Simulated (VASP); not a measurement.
# SiNi (Pnma) in VASP: settings compared

SiNi is run at these levels: BLYP+D3(BJ), LDA, PBE+D4; tasks: single point.

All numbers are computed with VASP 6.6.1; they aren't measurements. Logs are shortened: lines on timing, memory, paths and dates and some standing lists are left out, and cuts for length are marked.

**1. The cell of the first run**

Symmetry: Pnma, No. 62, orthorhombic system. The conventional cell has a = 5.087 Å, b = 3.352 Å, c = 5.574 Å, α = 90.00°, β = 90.00°, γ = 90.00°. Within 3.0 Å of Ni (site symmetry m) lie 6 Si at 2.26 to 2.38 Å and 4 Ni at 2.63 to 2.71 Å. Si (site symmetry m) has 6 Ni at 2.26 to 2.38 Å and 2 Si at 2.66 Å within 3.0 Å.

**2. Single point, BLYP+D3(BJ), collinear spin, ferromagnetic start**

INCAR

```
PREC = Accurate
ENCUT = 520
EDIFF = 1E-7
ISMEAR = -1
SIGMA = 0.05
LREAL = F
LASPH = T
NELM = 150
ALGO = Normal
ISIF = 2
LWAVE = F
LCHARG = F
ISPIN = 2
MAGMOM = 1 1 1 1 0 0 0 0
LORBIT = 11
LMAXMIX = 4
GGA = B5
ALDAX = 1.0
AGGAX = 1.0
AGGAC = 1.0
ALDAC = 0.0
IVDW = 12
NBANDS = 42
VDW_S6 = 1.0
VDW_S8 = 2.6996
VDW_A1 = 0.4298
VDW_A2 = 4.2359
```

KPOINTS

```
regular mesh
0
Gamma
  5 8 5
```

POSCAR

```
SiNi
1.0
    5.0869606869      0.0000000000      0.0000000000
    0.0000000000      3.3518567591      0.0000000000
    0.0000000000      0.0000000000      5.5740142400
Ni Si
4 4
Direct
    0.9925603179      0.7500000000      0.8092633388
    0.5074396821      0.2500000000      0.3092633388
    0.4925603179      0.7500000000      0.6907366612
    0.0074396821      0.2500000000      0.1907366612
    0.6807485177      0.2500000000      0.9158679779
    0.8192514823      0.7500000000      0.4158679779
    0.1807485177      0.2500000000      0.5841320221
    0.3192514823      0.7500000000      0.0841320221
```

Potentials or basis: VASP PAW PBE potentials, release 64 (Ni, Si).

Command:

```
cat potpaw_PBE.64/Ni/POTCAR potpaw_PBE.64/Si/POTCAR > POTCAR
mpirun -np 1 vasp_std > vasp.out
```

OUTCAR:

```text
PREC = Accurate
   ENCUT = 520
   EDIFF = 1E-7
   ISMEAR = -1
   LREAL = F
   LASPH = T
   NELM = 150
   ISIF = 2
   ISPIN = 2
   LORBIT = 11
   GGA = B5
   IVDW = 12
 IVDW          = 12

 ion  position               nearest neighbor table
   1  0.993  0.750  0.809-   8 2.26   7 2.30   7 2.30   6 2.36   5 2.38   5 2.38   3 2.63   3 2.63
                             4 2.71   4 2.71
   2  0.507  0.250  0.309-   7 2.26   8 2.30   8 2.30   5 2.36   6 2.38   6 2.38   4 2.63   4 2.63
                             3 2.71   3 2.71
   3  0.493  0.750  0.691-   6 2.26   5 2.30   5 2.30   8 2.36   7 2.38   7 2.38   1 2.63   1 2.63
                             2 2.71   2 2.71
   4  0.007  0.250  0.191-   5 2.26   6 2.30   6 2.30   7 2.36   8 2.38   8 2.38   2 2.63   2 2.63
                             1 2.71   1 2.71
   5  0.681  0.250  0.916-   4 2.26   3 2.30   3 2.30   2 2.36   1 2.38   1 2.38   8 2.66   8 2.66
                             7 3.14   7 3.14
   6  0.819  0.750  0.416-   3 2.26   4 2.30   4 2.30   1 2.36   2 2.38   2 2.38   7 2.66   7 2.66
                             8 3.14   8 3.14
   7  0.181  0.250  0.584-   2 2.26   1 2.30   1 2.30   4 2.36   3 2.38   3 2.38   6 2.66   6 2.66
                             5 3.14   5 3.14
   8  0.319  0.750  0.084-   1 2.26   2 2.30   2 2.30   3 2.36   4 2.38   4 2.38   5 2.66   5 2.66
                             6 3.14   6 3.14

  LATTYP: Found a simple orthorhombic cell.
 ALAT       =     3.3518567591
 B/A-ratio  =     1.5176545576
 C/A-ratio  =     1.6629631397

  Lattice vectors:

 A1 = (   0.0000000000,  -3.3518567591,   0.0000000000)
 A2 = (   5.0869606869,   0.0000000000,   0.0000000000)
 A3 = (   0.0000000000,   0.0000000000,   5.5740142400)

Analysis of symmetry for initial positions (statically):
=====================================================================
 Subroutine PRICEL returns:
 Original cell was already a primitive cell.

 Routine SETGRP: Setting up the symmetry group for a
 simple orthorhombic supercell.

 Subroutine GETGRP returns: Found  8 space group operations
 (whereof  2 operations were pure point group operations)
 out of a pool of  8 trial point group operations.

The static configuration has the point symmetry S_2 .
 The point group associated with its full space group is D_2h.

Analysis of symmetry for dynamics (positions and initial velocities):
=====================================================================
 Subroutine PRICEL returns:
 Original cell was already a primitive cell.

 Routine SETGRP: Setting up the symmetry group for a
 simple orthorhombic supercell.

 Subroutine GETGRP returns: Found  8 space group operations
 (whereof  2 operations were pure point group operations)
 out of a pool of  8 trial point group operations.

The dynamic configuration has the point symmetry S_2 .
 The point group associated with its full space group is D_2h.

[... 178 lines left out ...]
 cond. band min:      11.2441526412   @ k =   0.2000   0.5000   0.2000
 fundamental gap:      0.0535237484
 Fermi energy:        11.2154596713

 spin component 1

 k-point     1 :       0.0000    0.0000    0.0000
  band No.  band energies     occupation
      1      -1.8717      1.00000
      2       1.5216      1.00000
      3       2.7297      1.00000
      4       3.4412      1.00000
      5       4.6745      1.00000
      6       5.0811      1.00000
[... 1021 lines left out ...]
     39      18.6678      0.00000
     40      19.0432      0.00000

 [... further k-points ...]

 spin component 2

 k-point     1 :       0.0000    0.0000    0.0000
  band No.  band energies     occupation
      1      -1.8717      1.00000
      2       1.5216      1.00000
      3       2.7297      1.00000
      4       3.4412      1.00000
      5       4.6745      1.00000
      6       5.0811      1.00000
[... 1021 lines left out ...]
     39      18.6678      0.00000
     40      19.0432      0.00000

 [... further k-points ...]

 [bands above 40 left out]

------------------------ aborting loop because EDIFF is reached ----------------------------------------

 Edisp (eV)   -8.56157

 E8    (eV) :    -6.1980

  FORCE on cell =-STRESS in cart. coord.  units (eV):
  Direction    XX          YY          ZZ          XY          YZ          ZX
  --------------------------------------------------------------------------------------
  -------------------------------------------------------------------------------------
  Total       0.37053     0.28809     0.37173     0.00000     0.00000     0.00000
  in kB       6.24630     4.85646     6.26659     0.00000     0.00000     0.00000
  external pressure =        5.79 kB  Pullay stress =        0.00 kB

 VOLUME and BASIS-vectors are now :
 -----------------------------------------------------------------------------
  energy-cutoff  :      520.00
  volume of cell :       95.04
      direct lattice vectors                 reciprocal lattice vectors
     5.086960687  0.000000000  0.000000000     0.196581036  0.000000000  0.000000000
     0.000000000  3.351856759  0.000000000     0.000000000  0.298342105  0.000000000
     0.000000000  0.000000000  5.574014240     0.000000000  0.000000000  0.179403919

 POSITION                                       TOTAL-FORCE (eV/Angst)
 -----------------------------------------------------------------------------------
      5.04912      2.51389      4.51085        -0.016749      0.000000      0.010580
      2.58133      0.83796      1.72384         0.016749      0.000000      0.010580
      2.50563      2.51389      3.85018        -0.016749      0.000000     -0.010580
      0.03785      0.83796      1.06317         0.016749     -0.000000     -0.010580
      3.46294      0.83796      5.10506         0.002144      0.000000     -0.004584
      4.16750      2.51389      2.31805        -0.002144      0.000000     -0.004584
      0.91946      0.83796      3.25596         0.002144     -0.000000      0.004584
      1.62402      2.51389      0.46895        -0.002144      0.000000      0.004584
 -----------------------------------------------------------------------------------
    total drift:                                0.000000      0.000000      0.000000

  FREE ENERGIE OF THE ION-ELECTRON SYSTEM (eV)
  ---------------------------------------------------
  free  energy   TOTEN  =       -48.0552852362 eV

  energy  without entropy=      -48.0418260376  energy(sigma->0) =      -48.04855564

 total charge

# of ion       s       p       d       tot
------------------------------------------
    1        0.513   0.660   8.502   9.675
    2        0.513   0.660   8.502   9.675
    3        0.513   0.660   8.502   9.675
    4        0.513   0.660   8.502   9.675
    5        0.772   0.875   0.000   1.648
    6        0.772   0.875   0.000   1.648
    7        0.772   0.875   0.000   1.648
    8        0.772   0.875   0.000   1.648
--------------------------------------------------
tot          5.140   6.143  34.007  45.289

 magnetization (x)

# of ion       s       p       d       tot
------------------------------------------
    1       -0.000   0.000  -0.000  -0.000
    2       -0.000   0.000  -0.000  -0.000
    3       -0.000   0.000  -0.000  -0.000
    4       -0.000   0.000  -0.000  -0.000
    5       -0.000   0.000   0.000  -0.000
    6       -0.000   0.000   0.000  -0.000
    7       -0.000   0.000   0.000  -0.000
    8       -0.000   0.000   0.000  -0.000
--------------------------------------------------
tot         -0.000   0.000  -0.000  -0.000
```

OSZICAR:

```text
N       E                     dE             d eps       ncg     rms          rms(c)
DAV:   1     0.386811599036E+03    0.38681E+03   -0.23952E+04  7560   0.158E+03
DAV:   2    -0.104454675990E+02   -0.39726E+03   -0.37546E+03  7562   0.343E+02
DAV:   3    -0.440340021614E+02   -0.33589E+02   -0.32112E+02  8492   0.116E+02
DAV:   4    -0.450934649113E+02   -0.10595E+01   -0.10524E+01  8990   0.192E+01
DAV:   5    -0.451267450292E+02   -0.33280E-01   -0.33259E-01  9500   0.323E+00    0.278E+01
DAV:   6    -0.535332211214E+02   -0.84065E+01   -0.88387E+01  8944   0.145E+02    0.337E+01
DAV:   7    -0.394240867840E+02    0.14109E+02   -0.34333E+01  8984   0.927E+01    0.444E+00
DAV:   8    -0.395774325046E+02   -0.15335E+00   -0.37459E+00 10888   0.141E+01    0.359E+00
DAV:   9    -0.394921563590E+02    0.85276E-01   -0.37925E-01  9196   0.792E+00    0.833E-01
DAV:  10    -0.394935548012E+02   -0.13984E-02   -0.17455E-02 10078   0.126E+00    0.489E-01
DAV:  11    -0.394935594286E+02   -0.46273E-05   -0.15361E-03  9168   0.307E-01    0.256E-01
DAV:  12    -0.394937281550E+02   -0.16873E-03   -0.80245E-04  9910   0.374E-01    0.132E-01
DAV:  13    -0.394937266090E+02    0.15460E-05   -0.15327E-04  9782   0.162E-01    0.529E-02
DAV:  14    -0.394937146955E+02    0.11914E-04   -0.27056E-05 11184   0.574E-02    0.204E-02
DAV:  15    -0.394937126958E+02    0.19997E-05   -0.76094E-06 11400   0.179E-02    0.537E-03
DAV:  16    -0.394937122148E+02    0.48100E-06   -0.73312E-07  8312   0.698E-03    0.167E-03
DAV:  17    -0.394937122232E+02   -0.83755E-08   -0.13286E-07  5936   0.311E-03
   1 F= -.48055285E+02 E0= -.48048556E+02  d E =-.134592E-01  mag=     0.0000
```

It took 13 min on 1 thread of Intel Xeon 8259CL, shared host; peak memory 0.41 GiB.

What came out:

```
Free energy                                           : -48.0553 eV
Pressure                                              : 0.6 GPa
Largest force                                         : 0.020 eV/Å
Band gap on the k mesh                                : zero (filled and empty bands overlap)
Net moment                                            : 0.00 μB per cell
Valence electrons inside the program's atomic spheres : Ni 9.68; Si 1.65
Dispersion energy per atom                            : -1.070 eV
```

Forces on the atoms (eV/Å):
```
Ni  -0.017  0.000  0.011
Ni   0.017  0.000  0.011
Ni  -0.017  0.000 -0.011
Ni   0.017  0.000 -0.011
Si   0.002  0.000 -0.005
Si  -0.002  0.000 -0.005
Si   0.002  0.000  0.005
Si  -0.002  0.000  0.005
```

Stress tensor (GPa, compression positive):
```
0.62 0.00 0.00
0.00 0.49 0.00
0.00 0.00 0.63
```

Caveat: the dispersion term is far too large for a dense solid, which distorts pressure and volume; the moments typed at the start vanished in this run; the PAW data sets were made with another functional, which shifts forces and pressure a little.

**3. Single point, LDA, collinear spin, ferromagnetic start**

This run uses another cell than the first one, of 11.52 Å³/atom.

INCAR

```
SYSTEM = SiNi
  PREC = Accurate
  ENCUT = 520
  EDIFF = 1E-6
  ISMEAR = -1
  SIGMA = 0.05
  LREAL = .False.
  LASPH = .True.
  NELM = 150
  ALGO = Normal
  ISIF = 2
  LWAVE = .False.
  LCHARG = .True.
  ISPIN = 2
  MAGMOM = 1 1 1 1 0 0 0 0
  LORBIT = 11
  LMAXMIX = 4
  LELF = .True.
  LVHAR = .True.
  NBANDS = 42
```

KPOINTS

```
Automatic mesh
0
Gamma
  5 8 5
  0 0 0
```

POSCAR

```
SiNi
1.0
    5.0264044047      0.0000000000      0.0000000000
    0.0000000000      3.3525691444      0.0000000000
    0.0000000000      0.0000000000      5.4668008314
Ni Si
4 4
Direct
    0.9906608871      0.7500000000      0.8120685122
    0.5093391129      0.2500000000      0.3120685122
    0.4906608871      0.7500000000      0.6879314878
    0.0093391129      0.2500000000      0.1879314878
    0.6800227187      0.2500000000      0.9115619679
    0.8199772813      0.7500000000      0.4115619679
    0.1800227187      0.2500000000      0.5884380321
    0.3199772813      0.7500000000      0.0884380321
```

Potentials or basis: VASP PAW LDA potentials, release 64 (Ni, Si).

Command:

```
cat potpaw_LDA.64/Ni/POTCAR potpaw_LDA.64/Si/POTCAR > POTCAR
mpirun -np 1 vasp_std > vasp.out
```

It took 4.3 min on 1 thread of Intel Xeon Platinum 8488C (Sapphire Rapids), shared host; peak memory 0.33 GiB.

Results (log left out):

```
Free energy                                           : -55.0881 eV
Pressure                                              : 0.3 GPa
Largest force                                         : 0.016 eV/Å
Band gap on the k mesh                                : zero (filled and empty bands overlap)
Net moment                                            : 0.00 μB per cell
Valence electrons inside the program's atomic spheres : Ni 9.73; Si 1.65
```

Forces on the atoms (eV/Å):
```
Ni  -0.015  0.000  0.005
Ni   0.015  0.000  0.005
Ni  -0.015  0.000 -0.005
Ni   0.015  0.000 -0.005
Si  -0.004  0.000 -0.004
Si   0.004  0.000 -0.004
Si  -0.004  0.000  0.004
Si   0.004  0.000  0.004
```

Stress tensor (GPa, compression positive):
```
0.32 0.00 0.00
0.00 0.23 0.00
0.00 0.00 0.31
```

Levels at points of the mesh, in eV from the Fermi level:
Spin up:
```csv
k point,band 25,band 26,band 27,band 28,band 29,band 30,band 31,band 32
"(0.00, 0.00, 0.00)",-1.85,-1.47,-1.21,-0.97,0.72,1.48,3.38,3.72
"(0.00, 0.50, 0.00)",-2.11,-2.11,-1.52,-1.52,-0.63,-0.63,2.11,2.11
```
Spin down:
| k point | band 24 | band 25 | band 26 | band 27 | band 28 | band 29 | band 30 | band 31 | band 32 | band 33 |
| --- | --- | --- | --- | --- | --- | --- | --- | --- | --- | --- |
| (0.00, 0.00, 0.00) | -2.16 | -1.85 | -1.47 | -1.21 | -0.97 | 0.72 | 1.48 | 3.38 | 3.72 | 3.99 |
| (0.00, 0.50, 0.00) | -2.33 | -2.11 | -2.11 | -1.52 | -1.52 | -0.63 | -0.63 | 2.11 | 2.11 | 2.66 |

Caveat: the moments typed at the start vanished in this run.

(Continued in part 2 of 2.)

The gap in the log of VASP goes by the Fermi energy; the results here count the filled bands.